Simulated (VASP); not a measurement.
Write the native input for VASP 6.6.1 that does the following.

```
Task                   : single point
Functional             : PBE
Potentials or basis    : VASP PAW PBE potentials, release 64 (Fe)
Cutoff                 : 520 eV
k mesh                 : 9 × 9 × 13
Occupations            : fermi-dirac, width 0.1 eV
Spin                   : collinear spin, ferromagnetic start
Starting moments       : [2.5, 2.5, 2.5] μB
Dipole correction      : no
Further INCAR settings : ALGO = Normal; EDIFF = 1e-06; NBANDS = 23
```

The structure of Fe lies in POSCAR:

```
Fe
1.0
    4.1934082198      0.0000000000      0.0000000000
   -2.0967041099      3.6315980468      0.0000000000
    0.0000000000      0.0000000000      2.3915176719
Fe
3
Direct
    0.0000000000      0.0000000000      0.0000000000
    0.3333333333      0.6666666667      0.5000000000
    0.6666666667      0.3333333333      0.5000000000
```

This isn't the form of Fe at room conditions, which is bcc.

These files were run (other wordings do the same):

INCAR

```
ALGO = Normal
EDIFF = 1E-6
ENCUT = 520
GGA = PE
ISIF = 2
ISMEAR = -1
ISPIN = 2
LASPH = True
LCHARG = True
LELF = True
LMAXMIX = 4
LORBIT = 11
LREAL = False
LVHAR = True
LWAVE = False
MAGMOM = 2.5 2.5 2.5
NBANDS = 23
NELM = 150
PREC = Accurate
SIGMA = 0.1
```

KPOINTS

```
k-points
0
Gamma
  9 9 13
```

Potentials or basis: VASP PAW PBE potentials, release 64 (Fe).

Command:

```bash
$ cat potpaw_PBE.64/Fe/POTCAR > POTCAR
$ mpirun -np 1 vasp_std > vasp.out
```

It gave:

```json
{
  "Pressure": "-1.8 GPa",
  "Net moment": "7.50 μB per cell",
  "Site moments": "Fe +2.59, +2.45 (each value once) μB",
  "Valence electrons inside the program's atomic spheres": "Fe 7.11, 7.19 (each value once)"
}
```

It took 97 s on 1 thread of Intel(R) Xeon(R) 6975P-C (Granite Rapids), on a shared host, peak memory 0.22 GiB.
